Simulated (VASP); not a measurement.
# MoSe: single point with PBE0

MoSe:

```
Mo Se
1.0
     0.00000    2.57295    2.57295
     2.57295    0.00000    2.57295
     2.57295    2.57295    0.00000
Mo Se
1 1
Direct
  0.00000 0.00000 0.00000
  0.50000 0.50000 0.50000
```

- Program: VASP 6.6.1
- Task: single point
- Functional: PBE0
- Potentials or basis: VASP PAW PBE potentials, release 64 (Mo_sv, Se)
- Cutoff: 520 eV
- k mesh: 4 × 4 × 4
- Occupations: fermi-dirac, width 0.05 eV
- Spin: no spin polarisation
- Dipole correction: no
- Grid for exact exchange (PRECFOCK): Normal
- Further INCAR settings: ALGO = Normal; EDIFF = 1e-06; NBANDS = 17
- Share of exact exchange: 0.25

```json
{
 "Pressure": "-0.1 GPa",
 "Band gap on the k mesh": "zero (bands 10 and 11 overlap by 3.11 eV)"
}
```

Levels at points of the mesh, in eV from the Fermi level:
```
           k point  band 8  band 9  band 10  band 11  band 12  band 13
(0.00, 0.00, 0.00)   -3.26   -3.12    -3.12    -3.12    -2.14    -2.14
(0.50, 0.00, 0.00)   -7.17   -0.71    -0.71     1.07     3.08     6.18
(0.50, 0.50, 0.00)   -5.08   -5.06    -1.04     0.96     0.96     2.44
```

Wall time 14 min on 1 thread of AMD EPYC 7R43 64-Core Processor (Zen 3), on a shared host, peak memory 0.14 GiB.

Caveat: the k points lie up to 0.53 Å⁻¹ apart, too coarse for converged energies and pressures of a metal; the PAW data sets were made with another functional, which shifts forces and pressure a little.
